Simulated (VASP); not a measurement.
# MoS2 (P-3m1) in VASP: a series of runs

Runs on MoS2. Level: PBEsol+D3(BJ). Tasks: single point.

Everything below comes from runs of VASP 6.6.1. Logs are shortened: lines on timing, memory, paths and dates and some standing lists are left out, and cuts for length are marked.

### 1 The cell of the first run

Symmetry: P-3m1, No. 164, trigonal system. The conventional cell has a = 3.080 Å, b = 3.080 Å, c = 17.091 Å, α = 90.00°, β = 90.00°, γ = 120.00°. Mo (site symmetry 3m) has 6 S at 2.40 Å and 6 Mo at 3.08 Å within 3.2 Å. Mo (site symmetry -3m) has 6 S at 2.40 Å and 6 Mo at 3.08 Å within 3.2 Å. S (site symmetry 3m) has 3 Mo at 2.40 Å and 9 S at 3.08 to 3.13 Å within 3.2 Å. Within 3.2 Å of S (site symmetry 3m) lie 3 Mo at 2.40 Å and 9 S at 2.89 to 3.08 Å. S (site symmetry 3m) has 3 Mo at 2.40 Å and 9 S at 3.08 to 3.13 Å within 3.2 Å.

### 2 Single point, PBEsol+D3(BJ)

INCAR reads:

```
PREC = Accurate
ENCUT = 520
EDIFF = 1E-6
ISMEAR = 0
SIGMA = 0.15
LREAL = False
LASPH = True
NELM = 60
ALGO = Normal
ISIF = 2
LWAVE = False
LCHARG = False
GGA = PS
IVDW = 12
NBANDS = 49
```

KPOINTS reads:

```
Automatic mesh
0
Gamma
  14 14 3
```

POSCAR reads:

```
MoS2
1.0
   -1.5399048628     -2.6671934611      0.0000000000
    1.5399048628     -2.6671934611      0.0000000000
    0.0000000000      0.0000000000     17.0911508613
Mo S
3 6
Direct
    0.3333333333      0.3333333333      0.1695582388
    0.6666666667      0.6666666667      0.5087425532
    1.0000000000      1.0000000000      0.8479268676
    1.0000000000      1.0000000000      0.6029283744
    0.3333333333      0.3333333333      0.9421126888
    0.6666666667      0.6666666667      0.2637440601
    1.0000000000      1.0000000000      0.0753724175
    0.3333333333      0.3333333333      0.4145567319
    0.6666666667      0.6666666667      0.7537410463
```

Potentials or basis: VASP PAW PBE potentials, release 64 (Mo_sv, S).

Started as:

```sh
> cat potpaw_PBE.64/Mo_sv/POTCAR potpaw_PBE.64/S/POTCAR > POTCAR
> mpirun -np 1 vasp_std > vasp.out
```

OUTCAR:

```text
PREC = Accurate
   ENCUT = 520
   EDIFF = 1E-6
   ISMEAR = 0
   LREAL = False
   LASPH = True
   NELM = 60
   ISIF = 2
   GGA = PS
   IVDW = 12
 IVDW          = 12

 ion  position               nearest neighbor table
   1  0.333  0.333  0.170-   7 2.40   6 2.40   6 2.40   7 2.40   7 2.40   6 2.40
   2  0.667  0.667  0.509-   4 2.40   4 2.40   4 2.40   8 2.40   8 2.40   8 2.40
   3  0.000  0.000  0.848-   5 2.40   5 2.40   5 2.40   9 2.40   9 2.40   9 2.40
   4  0.000  0.000  0.603-   2 2.40   2 2.40   2 2.40
   5  0.333  0.333  0.942-   3 2.40   3 2.40   3 2.40
   6  0.667  0.667  0.264-   1 2.40   1 2.40   1 2.40
   7  0.000  0.000  0.075-   1 2.40   1 2.40   1 2.40
   8  0.333  0.333  0.415-   2 2.40   2 2.40   2 2.40
   9  0.667  0.667  0.754-   3 2.40   3 2.40   3 2.40

  LATTYP: Found a hexagonal cell.
 ALAT       =     3.0798097255
 C/A-ratio  =     5.5494177837

  Lattice vectors:

 A1 = (  -1.5399048628,   2.6671934611,   0.0000000000)
 A2 = (  -1.5399048628,  -2.6671934611,   0.0000000000)
 A3 = (   0.0000000000,   0.0000000000,  17.0911508613)

Analysis of symmetry for initial positions (statically):
=====================================================================
 Subroutine PRICEL returns:
 Original cell was already a primitive cell.

 Routine SETGRP: Setting up the symmetry group for a
 hexagonal supercell.

 Subroutine GETGRP returns: Found 12 space group operations
 (whereof  6 operations were pure point group operations)
 out of a pool of 24 trial point group operations.

The static configuration has the point symmetry C_3v.
 The point group associated with its full space group is D_3d.

Analysis of symmetry for dynamics (positions and initial velocities):
=====================================================================
 Subroutine PRICEL returns:
 Original cell was already a primitive cell.

 Routine SETGRP: Setting up the symmetry group for a
 hexagonal supercell.

 Subroutine GETGRP returns: Found 12 space group operations
 (whereof  6 operations were pure point group operations)
 out of a pool of 24 trial point group operations.

The dynamic configuration has the point symmetry C_3v.
 The point group associated with its full space group is D_3d.

 Subroutine INISYM returns: Found 12 space group operations
 (whereof  6 operations are pure point group operations),
 and found     1 'primitive' translations

----------------------------------------------------------------------------------------

                                     Primitive cell

  volume of cell :     140.3944

  direct lattice vectors                    reciprocal lattice vectors
    -1.539904863 -2.667193461  0.000000000    -0.324695384 -0.187462967  0.000000000
     1.539904863 -2.667193461  0.000000000     0.324695384 -0.187462967  0.000000000
     0.000000000  0.000000000 17.091150861     0.000000000  0.000000000  0.058509811

  length of vectors
     3.079809726  3.079809726 17.091150861     0.374925934  0.374925934  0.058509811

  position of ions in fractional coordinates (direct lattice)
     0.333333333  0.333333333  0.169558239
     0.666666667  0.666666667  0.508742553
     0.000000000  0.000000000  0.847926868
     0.000000000  0.000000000  0.602928374
     0.333333333  0.333333333  0.942112689
     0.666666667  0.666666667  0.263744060
     0.000000000  0.000000000  0.075372417
     0.333333333  0.333333333  0.414556732
     0.666666667  0.666666667  0.753741046

  ion indices of the primitive-cell ions
   primitive index   ion index
                 1           1
                 2           2
                 3           3
                 4           4
                 5           5
                 6           6
                 7           7
                 8           8
                 9           9

----------------------------------------------------------------------------------------

 KPOINTS: Automatic mesh

Automatic generation of k-mesh.
 Grid dimensions read from file:
 generate k-points for:   14   14    3

 Generating k-lattice:

  Cartesian coordinates                     Fractional coordinates (reciprocal lattice)
    -0.023192527 -0.013390212  0.000000000     0.071428571  0.000000000  0.000000000
     0.023192527 -0.013390212  0.000000000     0.000000000  0.071428571  0.000000000
     0.000000000  0.000000000  0.019503270     0.000000000  0.000000000  0.333333333

  Length of vectors
     0.026780424  0.026780424  0.019503270

  Shift w.r.t. Gamma in fractional coordinates (k-lattice)
     0.000000000  0.000000000  0.000000000

 Subroutine IBZKPT returns following result:
 ===========================================

 Found     64 irreducible k-points:

 Following reciprocal coordinates:
            Coordinates               Weight
  0.000000  0.000000  0.000000      1.000000
  0.071429  0.000000  0.000000      6.000000
  0.142857  0.000000  0.000000      6.000000
  0.214286  0.000000  0.000000      6.000000
  0.285714 -0.000000  0.000000      6.000000
  0.357143 -0.000000  0.000000      6.000000
[... 16 lines left out ...]
 -0.428571  0.285714  0.000000      6.000000
 -0.357143  0.285714  0.000000      6.000000
 [... further k-points ...]
   k-points           NKPTS =     64   k-points in BZ     NKDIM =     64   number of bands    NBANDS=     49
   number of dos      NEDOS =    301   number of ions     NIONS =      9
   total plane-waves  NPLWV =  73728
   dimension x,y,z NGX =    24 NGY =   24 NGZ =  128
   dimension x,y,z NGXF=    48 NGYF=   48 NGZF=  256
   ions per type =               3   6
   NGX,Y,Z   is equivalent  to a cutoff of  12.96, 12.96, 12.45 a.u.
   NGXF,Y,Z  is equivalent  to a cutoff of  25.91, 25.91, 24.90 a.u.
 SYSTEM =  unknown system
   PREC   = accura    normal or accurate (medium, high low for compatibility)
   ISTART =      0    job   : 0-new  1-cont  2-samecut
   ICHARG =      2    charge: 1-file 2-atom 10-const
   ISPIN  =      1    spin polarized calculation?
   LNONCOLLINEAR =      F non collinear calculations
   LSORBIT =      F    spin-orbit coupling
   LASPH  =      T    aspherical Exc in radial PAW
   ENCUT  =  520.0 eV  38.22 Ry    6.18 a.u.   5.73  5.73 31.78*2*pi/ulx,y,z
   NELM   =     60;   NELMIN=  2; NELMDL= -5     # of ELM steps
   EDIFF  = 0.1E-05   stopping-criterion for ELM
   LREAL  =      F    real-space projection
   EDIFFG = 0.1E-04   stopping-criterion for IOM
   NSW    =      0    number of steps for IOM
   IBRION =     -1    ionic relax: 0-MD 1-quasi-New 2-CG
   NFREE  =      0    steps in history (QN), initial steepest desc. (CG)
   ISIF   =      2    stress and relaxation
   ISYM   =      2    0-nonsym 1-usesym 2-fastsym
   POTIM  = 0.5000    time-step for ionic-motion
   TEBEG  =    0.0;   TEEND  =   0.0 temperature during run
   PSTRESS=    0.0 pullay stress
   NELECT =      78.0000    total number of electrons
   NUPDOWN=      -1.0000    fix difference up-down
   EMIN   =  10.00;   EMAX   =-10.00  energy-range for DOS
   EFERMI =   0.00;   METHOD = LEGACY
   ISMEAR =     0;   SIGMA  =   0.15  broadening in eV -4-tet -1-fermi 0-gaus
   EFERMI_NEDOS =   21; number of points for ismear=-14 and -15
   IALGO  =     38    algorithm
   IMIX   =      4    mixing-type and parameters
     AMIX     =   0.40;   BMIX     =  1.00
     AMIX_MAG =   1.60;   BMIX_MAG =  1.00
  volume/ion in A,a.u.               =      15.60       105.27
  Fermi-wavevector in a.u.,A,eV,Ry     =   1.345829  2.543248 24.643620  1.811255
  Thomas-Fermi vector in A             =   2.473710
   LORBIT       =      0    0 simple, 1 ext, 2 COOP (PROOUT), +10 PAW based schemes
   GGA     = PS    functional components
   LHFCALC =     F    Hartree Fock is set to
   AEXX    =    0.0000 exact exchange contribution
   IVDW    =    12    specifies the selected vdW correction
   LEPSILON=     F    determine dielectric tensor
   LRPA    =     F    only Hartree local field effects (RPA)
 non-spin polarized calculation
 Gauss-broadening in eV      SIGMA  =   0.15
  energy-cutoff  :      520.00
  volume of cell :      140.39
 maximum number of plane-waves:      3804
   NGX = 11   NGY = 11   NGZ = 63

 number of electron      77.9999999 magnetization

 Free energy of the ion-electron system (eV)
  ---------------------------------------------------
  ext. energy  EPLUGINS =         0.00000000
  ---------------------------------------------------
  free energy    TOTEN  =       -67.66455087 eV

  energy without entropy =      -67.64297689  energy(sigma->0) =      -67.65376388

 E-fermi :   9.3624     XC(G=0): -11.8625

 val. band max:        9.3537926864   @ k =   0.4286   0.2143   0.0000
 cond. band min:       9.3692944182   @ k =  -0.3571   0.2857   0.0000
 fundamental gap:      0.0155017317
 Fermi energy:         9.3624244308

 k-point     1 :       0.0000    0.0000    0.0000
  band No.  band energies     occupation
      1     -52.1117      2.00000
      2     -52.0722      2.00000
      3     -52.0721      2.00000
      4     -26.2908      2.00000
      5     -26.2522      2.00000
      6     -26.2517      2.00000
[... 41 lines left out ...]
     48      12.8690      0.00000
     49      12.8927      0.00000

 k-point     2 :       0.0714    0.0000    0.0000
  band No.  band energies     occupation
      1     -52.1089      2.00000
      2     -52.0693      2.00000
      3     -52.0693      2.00000
      4     -26.2856      2.00000
      5     -26.2469      2.00000
      6     -26.2465      2.00000
[... 41 lines left out ...]
     48      12.5298      0.00000
     49      12.7429      0.00000

 k-point     3 :       0.1429    0.0000    0.0000
  band No.  band energies     occupation
      1     -52.1008      2.00000
      2     -52.0613      2.00000
      3     -52.0612      2.00000
      4     -26.2709      2.00000
      5     -26.2322      2.00000
      6     -26.2318      2.00000
[... 1081 lines left out ...]
     48      12.5898      0.00000
     49      13.1709      0.00000

 k-point    24 :      -0.3571    0.2857    0.0000
  band No.  band energies     occupation
      1     -52.0467      2.00000
      2     -52.0071      2.00000
      3     -52.0071      2.00000
      4     -26.4436      2.00000
      5     -26.4065      2.00000
      6     -26.4065      2.00000
[... 41 lines left out ...]
     48      12.8917      0.00000
     49      12.9446      0.00000

 [... further k-points ...]

------------------------ aborting loop because EDIFF is reached ----------------------------------------

 Edisp (eV)   -3.80651

 E8    (eV) :    -2.3934

  FORCE on cell =-STRESS in cart. coord.  units (eV):
  Direction    XX          YY          ZZ          XY          YZ          ZX
  --------------------------------------------------------------------------------------
  -------------------------------------------------------------------------------------
  Total       0.09026     0.09026     1.66298     0.00000    -0.00000     0.00000
  in kB       1.03007     1.03007    18.97788     0.00000    -0.00000     0.00000
  external pressure =        7.01 kB  Pullay stress =        0.00 kB

 VOLUME and BASIS-vectors are now :
 -----------------------------------------------------------------------------
  energy-cutoff  :      520.00
  volume of cell :      140.39
      direct lattice vectors                 reciprocal lattice vectors
    -1.539904863 -2.667193461  0.000000000    -0.324695384 -0.187462967  0.000000000
     1.539904863 -2.667193461  0.000000000     0.324695384 -0.187462967  0.000000000
     0.000000000  0.000000000 17.091150861     0.000000000  0.000000000  0.058509811

 POSITION                                       TOTAL-FORCE (eV/Angst)
 -----------------------------------------------------------------------------------
      0.00000     -1.77813      2.89795        -0.000000      0.000000      0.248030
      0.00000     -3.55626      8.69500         0.000000      0.000000     -0.000000
      0.00000      0.00000     14.49205         0.000000     -0.000000     -0.248030
      0.00000      0.00000     10.30474        -0.000000      0.000000     -0.020970
      0.00000     -1.77813     16.10179         0.000000      0.000000     -0.345892
      0.00000     -3.55626      4.50769        -0.000000      0.000000     -0.084921
      0.00000      0.00000      1.28820        -0.000000      0.000000      0.345892
      0.00000     -1.77813      7.08525        -0.000000     -0.000000      0.020970
      0.00000     -3.55626     12.88230        -0.000000     -0.000000      0.084921
 -----------------------------------------------------------------------------------
    total drift:                                0.000000     -0.000000      0.000017

  FREE ENERGIE OF THE ION-ELECTRON SYSTEM (eV)
  ---------------------------------------------------
  free  energy   TOTEN  =       -71.4710585412 eV

  energy  without entropy=      -71.4494845659  energy(sigma->0) =      -71.46027155
```

Run time: 3.4 min. Hardware: 1 thread of Intel Xeon 6975P-C (Granite Rapids), shared host; peak memory 0.46 GiB.

Results:

* Free energy: -71.4711 eV
* Pressure: 0.7 GPa
* Largest force: 0.346 eV/Å
* Band gap on the k mesh: zero (bands 39 and 40 overlap by 0.52 eV)
* Dispersion energy per atom: -0.423 eV

Forces on the atoms (eV/Å):
```
Mo   0.000  0.000  0.248
Mo   0.000  0.000  0.000
Mo   0.000  0.000 -0.248
S    0.000  0.000 -0.021
S    0.000  0.000 -0.346
S    0.000  0.000 -0.085
S    0.000  0.000  0.346
S    0.000  0.000  0.021
S    0.000  0.000  0.085
```

Caveat: the PAW data sets were made with another functional, which shifts forces and pressure a little.

### 3 Single point, PBEsol+D3(BJ)

This run uses another cell than the first one, of 16.15 Å³/atom.

INCAR reads:

```
SYSTEM = MoS2
PREC = Accurate
ENCUT = 520
EDIFF = 1E-6
ISMEAR = 0
SIGMA = 0.15
LREAL = .False.
LASPH = .True.
NELM = 60
ALGO = Normal
ISIF = 2
LWAVE = .False.
LCHARG = .True.
GGA = PS
IVDW = 12
LELF = .True.
LVHAR = .True.
NBANDS = 49
```

KPOINTS reads:

```
Automatic mesh
0
Gamma
  14 14 3
  0 0 0
```

POSCAR reads:

```
MoS2
1.0
   -1.5399048628     -2.6671934611      0.0000000000
    1.5399048628     -2.6671934611      0.0000000000
    0.0000000000      0.0000000000     17.6911508613
Mo S
3 6
Direct
    0.3333333333      0.3333333333      0.1638076268
    0.6666666667      0.6666666667      0.4914884167
    1.0000000000      1.0000000000      0.8191692065
    1.0000000000      1.0000000000      0.5824799012
    0.3333333333      0.3333333333      0.9101606910
    0.6666666667      0.6666666667      0.2547991114
    1.0000000000      1.0000000000      0.0728161423
    0.3333333333      0.3333333333      0.4004969321
    0.6666666667      0.6666666667      0.7281777219
```

Potentials or basis: VASP PAW PBE potentials, release 64 (Mo_sv, S).

Started as:

```sh
> cat potpaw_PBE.64/Mo_sv/POTCAR potpaw_PBE.64/S/POTCAR > POTCAR
> mpirun -np 1 vasp_std > vasp.out
```

Wall time 4.4 min (1 thread of Intel Xeon 6975P-C (Granite Rapids), shared host); peak memory 0.49 GiB.

The run converged. Its results:

| Property | Result |
| --- | --- |
| Free energy | -71.5096 eV |
| Pressure | -0.3 GPa |
| Largest force | 0.138 eV/Å |
| Band gap on the k mesh | zero (bands 39 and 40 overlap by 0.50 eV) |
| Dispersion energy per atom | -0.407 eV |

Forces in eV/Å, atoms in the order of the input:
```
Mo   0.000  0.000 -0.092
Mo   0.000  0.000  0.000
Mo   0.000  0.000  0.092
S    0.000  0.000  0.006
S    0.000  0.000  0.138
S    0.000  0.000  0.042
S    0.000  0.000 -0.138
S    0.000  0.000 -0.006
S    0.000  0.000 -0.042
```

Stress tensor (GPa, compression positive):
```
-0.09  0.00  0.00
 0.00 -0.09  0.00
 0.00  0.00 -0.65
```

Levels at points of the mesh, in eV from the Fermi level:
| k point | band 37 | band 38 | band 39 | band 40 | band 41 | band 42 |
| --- | --- | --- | --- | --- | --- | --- |
| (0.00, 0.00, 0.00) | -0.71 | -0.31 | -0.13 | 0.08 | 0.08 | 0.13 |
| (0.50, 0.00, 0.00) | -1.63 | -1.29 | -1.20 | 1.63 | 1.63 | 1.66 |

Caveat: the PAW data sets were made with another functional, which shifts forces and pressure a little.

### 4 Single point, PBEsol+D3(BJ)

This run uses another cell than the first one, of 16.51 Å³/atom.

INCAR reads:

```
SYSTEM = MoS2
PREC     = Accurate       ! precision mode
ENCUT    = 520            ! plane-wave cutoff, eV
EDIFF    = 1E-7           ! SCF threshold, eV
ISMEAR   = 0              ! smearing method
SIGMA    = 0.15           ! smearing width, eV
LREAL    = .False.        ! projectors in reciprocal space
LASPH    = .True.         ! aspherical terms in the spheres
NELM     = 60             ! most SCF steps
ALGO     = Normal         ! electronic algorithm
ISIF     = 2              ! what is computed and relaxed
LWAVE    = .False.        ! write WAVECAR
LCHARG   = .False.        ! write CHGCAR
GGA      = PS             ! functional
IVDW     = 12             ! dispersion correction
NBANDS   = 49             ! bands
```

KPOINTS reads:

```
regular mesh
0
Gamma
  14 14 3
  0 0 0
```

POSCAR reads:

```
MoS2
1.0
   -1.5399048628     -2.6671934611      0.0000000000
    1.5399048628     -2.6671934611      0.0000000000
    0.0000000000      0.0000000000     18.0911508613
Mo S
3 6
Direct
    0.3333333333      0.3333333333      0.1601857981
    0.6666666667      0.6666666667      0.4806214813
    1.0000000000      1.0000000000      0.8010571646
    1.0000000000      1.0000000000      0.5696011208
    0.3333333333      0.3333333333      0.8900368040
    0.6666666667      0.6666666667      0.2491654375
    1.0000000000      1.0000000000      0.0712061586
    0.3333333333      0.3333333333      0.3916418419
    0.6666666667      0.6666666667      0.7120775251
```

Started as:

```sh
> cat potpaw_PBE.64/Mo_sv/POTCAR potpaw_PBE.64/S/POTCAR > POTCAR
> mpirun -np 1 vasp_std > vasp.out
```

It took 4 min on 1 thread of Intel Xeon 6975P-C (Granite Rapids), shared host; peak memory 0.49 GiB.

The run converged. Its results:

```
Free energy                : -71.4201 eV
Pressure                   : -0.4 GPa
Largest force              : 0.187 eV/Å
Band gap on the k mesh     : zero (bands 39 and 40 overlap by 0.49 eV)
Dispersion energy per atom : -0.398 eV
```

Forces in eV/Å, atoms in the order of the input:
```
Mo   0.000  0.000 -0.114
Mo   0.000  0.000  0.000
Mo   0.000  0.000  0.114
S    0.000  0.000  0.016
S    0.000  0.000  0.187
S    0.000  0.000  0.068
S    0.000  0.000 -0.187
S    0.000  0.000 -0.016
S    0.000  0.000 -0.068
```

Stress tensor (GPa, compression positive):
```
-0.11  0.00  0.00
 0.00 -0.11  0.00
 0.00  0.00 -0.83
```

Levels at points of the mesh, in eV from the Fermi level:
| k point | band 35 | band 36 | band 37 | band 38 | band 39 | band 40 | band 41 | band 42 | band 43 | band 44 |
| --- | --- | --- | --- | --- | --- | --- | --- | --- | --- | --- |
| (0.00, 0.00, 0.00) | -0.74 | -0.71 | -0.71 | -0.42 | -0.13 | 0.07 | 0.07 | 0.16 | 0.16 | 0.29 |
| (0.50, 0.00, 0.00) | -2.28 | -2.15 | -1.60 | -1.33 | -1.17 | 1.62 | 1.62 | 1.66 | 1.92 | 2.18 |

Caveat: the PAW data sets were made with another functional, which shifts forces and pressure a little.

### 5 The runs side by side

```tsv
cell	gap on the mesh (eV)	pressure (GPa)	largest force (eV/Å)
a = 3.080, b = 3.080, c = 17.091 Å, angles 90.0, 90.0, 60.0°, 9 atoms	none	0.7	0.35
a = 3.080, b = 3.080, c = 17.691 Å, angles 90.0, 90.0, 60.0°, 9 atoms	none	-0.3	0.14
a = 3.080, b = 3.080, c = 18.091 Å, angles 90.0, 90.0, 60.0°, 9 atoms	none	-0.4	0.19
```

Alike in all rows: task single point; level PBEsol+D3(BJ); potentials or basis VASP PAW PBE potentials, release 64 (Mo_sv, S); no spin polarisation; k mesh 14 × 14 × 3; cutoff (eV) 520; smearing gaussian 0.15 eV.

Caveats: the PAW data sets were made with another functional, which shifts forces and pressure a little.

Total energies depend on the potentials used, so only differences within one code and one set of settings carry meaning.

The gap in the log of VASP goes by the Fermi energy; the results here count the filled bands.